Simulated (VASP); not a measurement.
# SiW8C8 in VASP: single point with PBEsol

Aim: the single point of SiW8C8 with PBEsol.

All numbers are computed with VASP 6.6.1; they aren't measurements. Logs are shortened: lines on timing, memory, paths and dates and some standing lists are left out, and cuts for length are marked.

## (1) The cell of the first run

The cell holds a slab with vacuum, 17 atoms: a = 5.795 Å, b = 5.795 Å, c = 17.244 Å, α = 90.00°, β = 90.00°, γ = 120.00°.

## (2) Single point, PBEsol

INCAR

```
SYSTEM = SiW8C8
  ALGO = Normal
  EDIFF = 1E-6
  ENCUT = 520
  GGA = PS
  ISIF = 2
  ISMEAR = 0
  LASPH = .True.
  LCHARG = .True.
  LELF = .True.
  LREAL = Auto
  LVHAR = .True.
  LWAVE = .False.
  NBANDS = 88
  NELM = 100
  PREC = Accurate
  SIGMA = 0.05
```

KPOINTS

```
k-points
0
Gamma
  4 4 1
  0 0 0
```

POSCAR

```
SiW8C8
1.0
    5.7948000000      0.0000000000      0.0000000000
   -2.8974000000      5.0184440000      0.0000000000
    0.0000000000      0.0000000000     17.2442500000
W C Si
8 8 1
Direct
    0.0000000000      0.0000000000      0.0579902866
    0.0002972470     -0.0001855157      0.2200106702
    0.0000000000      0.5000000000      0.0579902866
    0.0002981427      0.4997776203      0.2200125839
    0.5000000000      0.0000000000      0.0579902866
    0.5003343955     -0.0001861135      0.2200128739
    0.5000000000      0.5000000000      0.0579902866
    0.5003106892      0.4998013328      0.2260577294
    0.3345250366      0.1687967426      0.1345636372
    0.3315854574      0.1623363736      0.2952492570
    0.3345186000      0.6655178378      0.1345581861
    0.3315711676      0.6685440746      0.2952472273
    0.8334335127      0.1666040311      0.1327323601
    0.8336503334      0.1664647448      0.2836137843
    0.8312360051      0.6655088709      0.1345645070
    0.8377731673      0.6685269378      0.2952496629
    0.1669638258      0.8331435003      0.3469791960
```

Potentials or basis: VASP PAW PBE potentials, release 64 (W_sv, C, Si).

The run is started by

```sh
$ cat potpaw_PBE.64/W_sv/POTCAR potpaw_PBE.64/C/POTCAR potpaw_PBE.64/Si/POTCAR > POTCAR
$ mpirun -np 1 vasp_std > vasp.out
```

OUTCAR:

```text
SYSTEM = SiW8C8
   EDIFF = 1E-6
   ENCUT = 520
   GGA = PS
   ISIF = 2
   ISMEAR = 0
   LASPH = .True.
   LREAL = Auto
   NELM = 100
   PREC = Accurate

 ion  position               nearest neighbor table
   1  0.000  0.000  0.058-  13 2.11  15 2.14   9 2.14   2 2.79   7 2.90   3 2.90   3 2.90   7 2.90
                             5 2.90   5 2.90
   2  0.000  1.000  0.220-  14 2.00  10 2.11  16 2.11   9 2.23  15 2.23  13 2.25  17 2.76   1 2.79
                             6 2.90   4 2.90   4 2.90   6 2.90   8 2.90   8 2.90
   3  0.000  0.500  0.058-  13 2.11  15 2.13  11 2.14   4 2.79   5 2.90   1 2.90   1 2.90   5 2.90
                             7 2.90   7 2.90
   4  0.000  0.500  0.220-  14 2.00  12 2.11  16 2.11  11 2.23  15 2.23  13 2.25  17 2.76   3 2.79
                             2 2.90   6 2.90   6 2.90   2 2.90   8 2.90   8 2.90
   5  0.500  0.000  0.058-  13 2.11   9 2.13  11 2.14   6 2.79   7 2.90   3 2.90   7 2.90   3 2.90
                             1 2.90   1 2.90
   6  0.500  1.000  0.220-  14 2.00  12 2.11  10 2.11  11 2.23   9 2.23  13 2.25  17 2.76   5 2.79
                             2 2.90   4 2.90   4 2.90   2 2.90   8 2.90   8 2.90
   7  0.500  0.500  0.058-  11 2.12   9 2.12  15 2.12   5 2.90   1 2.90   5 2.90   1 2.90   3 2.90
                             3 2.90   8 2.90
   8  0.500  0.500  0.226-  16 2.07  10 2.07  12 2.07  15 2.29   9 2.29  11 2.29   7 2.90   6 2.90
                             4 2.90   2 2.90   2 2.90   6 2.90   4 2.90
   9  0.335  0.169  0.135-   7 2.12   5 2.13   1 2.14   2 2.23   6 2.23   8 2.29
  10  0.332  0.162  0.295-  17 1.88   8 2.07   6 2.11   2 2.11
  11  0.335  0.666  0.135-   7 2.12   5 2.14   3 2.14   4 2.23   6 2.23   8 2.29
  12  0.332  0.669  0.295-  17 1.88   8 2.07   6 2.11   4 2.11
  13  0.833  0.167  0.133-   1 2.11   3 2.11   5 2.11   6 2.25   4 2.25   2 2.25
  14  0.834  0.166  0.284-   2 2.00   4 2.00   6 2.00
  15  0.831  0.666  0.135-   7 2.12   3 2.13   1 2.14   2 2.23   4 2.23   8 2.29
  16  0.838  0.669  0.295-  17 1.88   8 2.07   4 2.11   2 2.11
  17  0.167  0.833  0.347-  16 1.88  10 1.88  12 1.88   2 2.76   4 2.76   6 2.76

  LATTYP: Found a hexagonal cell.
 ALAT       =     5.7948000000
 C/A-ratio  =     2.9758145234

  Lattice vectors:

 A1 = (   5.7948000000,   0.0000000000,   0.0000000000)
 A2 = (  -2.8974000000,   5.0184440000,   0.0000000000)
 A3 = (   0.0000000000,   0.0000000000,  17.2442500000)

Analysis of symmetry for initial positions (statically):
=====================================================================
 Subroutine PRICEL returns:
 Original cell was already a primitive cell.

 Routine SETGRP: Setting up the symmetry group for a
 hexagonal supercell.

 Subroutine GETGRP returns: Found  1 space group operations
 (whereof  1 operations were pure point group operations)
 out of a pool of 24 trial point group operations.

The static configuration has the point symmetry C_1 .

Analysis of symmetry for dynamics (positions and initial velocities):
=====================================================================
 Subroutine PRICEL returns:
 Original cell was already a primitive cell.

 Routine SETGRP: Setting up the symmetry group for a
 hexagonal supercell.

 Subroutine GETGRP returns: Found  1 space group operations
 (whereof  1 operations were pure point group operations)
 out of a pool of 24 trial point group operations.

The dynamic configuration has the point symmetry C_1 .

 Subroutine INISYM returns: Found  1 space group operations
 (whereof  1 operations are pure point group operations),
 and found     1 'primitive' translations

----------------------------------------------------------------------------------------

                                     Primitive cell

  volume of cell :     501.4780

  direct lattice vectors                    reciprocal lattice vectors
     5.794800000  0.000000000  0.000000000     0.172568510  0.099632476  0.000000000
    -2.897400000  5.018444000  0.000000000     0.000000000  0.199264951  0.000000000
     0.000000000  0.000000000 17.244250000     0.000000000  0.000000000  0.057990345

  length of vectors
     5.794800000  5.794799991 17.244250000     0.199264951  0.199264951  0.057990345

  position of ions in fractional coordinates (direct lattice)
     0.000000000  0.000000000  0.057990287
     0.000297247  0.999814484  0.220010670
     0.000000000  0.500000000  0.057990287
     0.000298143  0.499777620  0.220012584
     0.500000000  0.000000000  0.057990287
     0.500334395  0.999813887  0.220012874
[... 9 lines left out ...]
     0.837773167  0.668526938  0.295249663
     0.166963826  0.833143500  0.346979196

  ion indices of the primitive-cell ions
   primitive index   ion index
                 1           1
                 2           2
                 3           3
                 4           4
                 5           5
                 6           6
[... 9 lines left out ...]
                16          16
                17          17

----------------------------------------------------------------------------------------

 KPOINTS: k-points

Automatic generation of k-mesh.
 Grid dimensions read from file:
 generate k-points for:    4    4    1

 Generating k-lattice:

  Cartesian coordinates                     Fractional coordinates (reciprocal lattice)
     0.043142127  0.024908119  0.000000000     0.250000000  0.000000000  0.000000000
     0.000000000  0.049816238  0.000000000     0.000000000  0.250000000  0.000000000
     0.000000000  0.000000000  0.057990345     0.000000000  0.000000000  1.000000000

  Length of vectors
     0.049816238  0.049816238  0.057990345

  Shift w.r.t. Gamma in fractional coordinates (k-lattice)
     0.000000000  0.000000000  0.000000000

 Subroutine IBZKPT returns following result:
 ===========================================

 Found     10 irreducible k-points:

 Following reciprocal coordinates:
            Coordinates               Weight
  0.000000  0.000000  0.000000      1.000000
  0.250000  0.000000  0.000000      2.000000
  0.000000  0.250000  0.000000      2.000000
 -0.250000  0.250000  0.000000      2.000000
  0.500000  0.000000  0.000000      1.000000
  0.000000  0.500000  0.000000      1.000000
  0.500000  0.500000  0.000000      1.000000
  0.250000  0.250000  0.000000      2.000000
 -0.250000  0.500000  0.000000      2.000000
  0.500000  0.250000  0.000000      2.000000
   k-points           NKPTS =     10   k-points in BZ     NKDIM =     10   number of bands    NBANDS=     88
   number of dos      NEDOS =    301   number of ions     NIONS =     17
   total plane-waves  NPLWV = 294912
   dimension x,y,z NGX =    48 NGY =   48 NGZ =  128
   dimension x,y,z NGXF=    96 NGYF=   96 NGZF=  256
   ions per type =               8   8   1
   NGX,Y,Z   is equivalent  to a cutoff of  13.77, 13.77, 12.34 a.u.
   NGXF,Y,Z  is equivalent  to a cutoff of  27.54, 27.54, 24.68 a.u.
 SYSTEM =  SiW8C8
   PREC   = accura    normal or accurate (medium, high low for compatibility)
   ISTART =      0    job   : 0-new  1-cont  2-samecut
   ICHARG =      2    charge: 1-file 2-atom 10-const
   ISPIN  =      1    spin polarized calculation?
   LNONCOLLINEAR =      F non collinear calculations
   LSORBIT =      F    spin-orbit coupling
   LASPH  =      T    aspherical Exc in radial PAW
   ENCUT  =  520.0 eV  38.22 Ry    6.18 a.u.  10.77 10.77 32.06*2*pi/ulx,y,z
   NELM   =    100;   NELMIN=  2; NELMDL= -5     # of ELM steps
   EDIFF  = 0.1E-05   stopping-criterion for ELM
   LREAL  =      T    real-space projection
   EDIFFG = 0.1E-04   stopping-criterion for IOM
   NSW    =      0    number of steps for IOM
[... 5 lines left out ...]
   TEBEG  =    0.0;   TEEND  =   0.0 temperature during run
   PSTRESS=    0.0 pullay stress
   NELECT =     148.0000    total number of electrons
   NUPDOWN=      -1.0000    fix difference up-down
   EMIN   =  10.00;   EMAX   =-10.00  energy-range for DOS
   EFERMI =   0.00;   METHOD = LEGACY
   ISMEAR =     0;   SIGMA  =   0.05  broadening in eV -4-tet -1-fermi 0-gaus
   EFERMI_NEDOS =   21; number of points for ismear=-14 and -15
   IALGO  =     38    algorithm
   IMIX   =      4    mixing-type and parameters
     AMIX     =   0.40;   BMIX     =  1.00
     AMIX_MAG =   1.60;   BMIX_MAG =  1.00
  volume/ion in A,a.u.               =      29.50       199.07
  Fermi-wavevector in a.u.,A,eV,Ry     =   1.089962  2.059730 16.163962  1.188018
  Thomas-Fermi vector in A             =   2.226177
   LORBIT       =      0    0 simple, 1 ext, 2 COOP (PROOUT), +10 PAW based schemes
   GGA     = PS    functional components
   LHFCALC =     F    Hartree Fock is set to
   AEXX    =    0.0000 exact exchange contribution
   IVDW    =     0    specifies the selected vdW correction
   LEPSILON=     F    determine dielectric tensor
   LRPA    =     F    only Hartree local field effects (RPA)
 non-spin polarized calculation
 Gauss-broadening in eV      SIGMA  =   0.05
  energy-cutoff  :      520.00
  volume of cell :      501.48
 maximum number of plane-waves:     13524
 NGX is ok and might be reduce to    48
   NGX = 21   NGY = 21   NGZ = 65

 number of electron     147.9999991 magnetization

 Free energy of the ion-electron system (eV)
  ---------------------------------------------------
  ext. energy  EPLUGINS =         0.00000000
  ---------------------------------------------------
  free energy    TOTEN  =      -180.89602092 eV

  energy without entropy =     -180.88531906  energy(sigma->0) =     -180.89066999

 E-fermi :   0.5486     XC(G=0):  -6.0767

 val. band max:        0.3843204273   @ k =   0.2500   0.2500   0.0000
 cond. band min:       0.5657807868   @ k =  -0.2500   0.2500   0.0000
 fundamental gap:      0.1814603596
 Fermi energy:         0.5486077858

 k-point     1 :       0.0000    0.0000    0.0000
  band No.  band energies     occupation
      1     -73.3319      2.00000
      2     -73.3060      2.00000
      3     -73.2557      2.00000
      4     -73.2310      2.00000
      5     -73.2310      2.00000
      6     -73.1279      2.00000
[... 879 lines left out ...]
     85       3.1382      0.00000
     86       3.5394      0.00000
 [bands above 86 left out]

------------------------ aborting loop because EDIFF is reached ----------------------------------------

  FORCE on cell =-STRESS in cart. coord.  units (eV):
  Direction    XX          YY          ZZ          XY          YZ          ZX
  --------------------------------------------------------------------------------------
  -------------------------------------------------------------------------------------
  Total       -2.8200971     -2.8269033      1.0305629     -0.0061624      0.0396707     -0.0948640
  in kB       -9.0099586     -9.0317040      3.2925566     -0.0196883      0.1267442     -0.3030820
  external PRESSURE =      -4.9163686 kB  Pullay stress =       0.0000000 kB

 VOLUME and BASIS-vectors are now :
 -----------------------------------------------------------------------------
  energy-cutoff  :      520.00
  volume of cell :      501.48
      direct lattice vectors                 reciprocal lattice vectors
     5.794800000  0.000000000  0.000000000     0.172568510  0.099632476  0.000000000
    -2.897400000  5.018444000  0.000000000     0.000000000  0.199264951  0.000000000
     0.000000000  0.000000000 17.244250000     0.000000000  0.000000000  0.057990345

 POSITION                                       TOTAL-FORCE (eV/Angst)
 -----------------------------------------------------------------------------------
      0.00000      0.00000      1.00000         0.101616     -0.057516     -0.271726
     -2.89514      5.01751      3.79392         0.007810     -0.006700     -0.012802
     -1.44870      2.50922      1.00000         0.007455      0.103650     -0.271684
     -1.44633      2.50811      3.79395        -0.013767      0.027697     -0.014089
      2.89740      0.00000      1.00000        -0.084745     -0.056369     -0.271671
      0.00248      5.01751      3.79396        -0.032456     -0.005035     -0.014285
[... 9 lines left out ...]
      2.91774      3.35496      5.09136        -0.022789     -0.013730      0.047713
     -1.44643      4.18108      5.98340         0.002061     -0.000432      0.047444
 -----------------------------------------------------------------------------------
    total drift:                               -0.006282      0.003254     -0.008770

  FREE ENERGIE OF THE ION-ELECTRON SYSTEM (eV)
  ---------------------------------------------------
  free  energy   TOTEN  =      -180.8960209195 eV

  energy  without entropy=     -180.8853190595  energy(sigma->0) =     -180.89066999
```

It took 43 min on 1 thread of Intel Xeon 8259CL, shared host; peak memory 0.77 GiB.

Results:

```
Free energy            : -180.8960 eV
Largest force          : 0.551 eV/Å
Band gap on the k mesh : zero (bands 74 and 75 overlap by 0.90 eV)
```

Forces in eV/Å, atoms in the order of the input:
```
W    0.102 -0.058 -0.272
W    0.008 -0.007 -0.013
W    0.007  0.104 -0.272
W   -0.014  0.028 -0.014
W   -0.085 -0.056 -0.272
W   -0.032 -0.005 -0.014
W    0.009 -0.004  0.551
W   -0.011  0.005  0.000
C    0.003  0.013  0.001
C    0.001  0.028  0.048
C    0.015 -0.008  0.000
C    0.024 -0.015  0.050
C    0.003 -0.001  0.004
C   -0.001  0.001  0.105
C   -0.009 -0.009  0.001
C   -0.023 -0.014  0.048
Si   0.002  0.000  0.047
```

Caveat: there is no dipole correction, which matters where the two faces differ; the PAW data sets were made with another functional, which shifts forces and pressure a little; spin-orbit coupling is left out, which moves the levels of the heavy elements.

The gap in the log of VASP goes by the Fermi energy; the results here count the filled bands.